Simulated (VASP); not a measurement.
SnTe:

```
Te Sn
1.0
     0.00000    3.15085    3.15085
     3.15085    0.00000    3.15085
     3.15085    3.15085    0.00000
Te Sn
1 1
Direct
  0.50000 0.50000 0.50000
  0.00000 0.00000 0.00000
```

| Quantity | Value |
| --- | --- |
| Program | VASP 6.6.1 |
| Task | relaxation of cell and atoms |
| Functional | revPBE |
| Potentials or basis | VASP PAW PBE potentials, release 64 (Te, Sn_d) |
| Cutoff | 600 eV |
| k mesh | 7 × 7 × 7 |
| Occupations | fermi-dirac, width 0.05 eV |
| Spin | no spin polarisation |

At the start: pressure 3.2 GPa; volume 31.28 Å³/atom.

**Question.** How do energy, volume and symmetry change on relaxing?

**Answer.** Over 3 steps the energy falls by 22.8 meV/atom and the volume is 33.67 Å³/atom (+7.6 %); space group Fm-3m (No. 225, to 0.1 Å) before and after.

The path:
```
step  energy change (eV)  largest force (eV/Å)  pressure (GPa)  volume (Å³)
   1              0.0000                0.0000            3.25        62.56
   2             -0.0434                0.0000           -0.59        68.48
   3             -0.0455                0.0000            0.00        67.35
```

Final structure:
```xyz
2
Lattice="0.0000 3.2292 3.2292 3.2292 0.0000 3.2292 3.2292 3.2292 0.0000" Properties=species:S:1:pos:R:3 pbc="T T T"
Te    3.2292    3.2292    3.2292
Sn    0.0000    0.0000    0.0000
```

Caveat: the PAW data sets were made with another functional, which shifts forces and pressure a little.
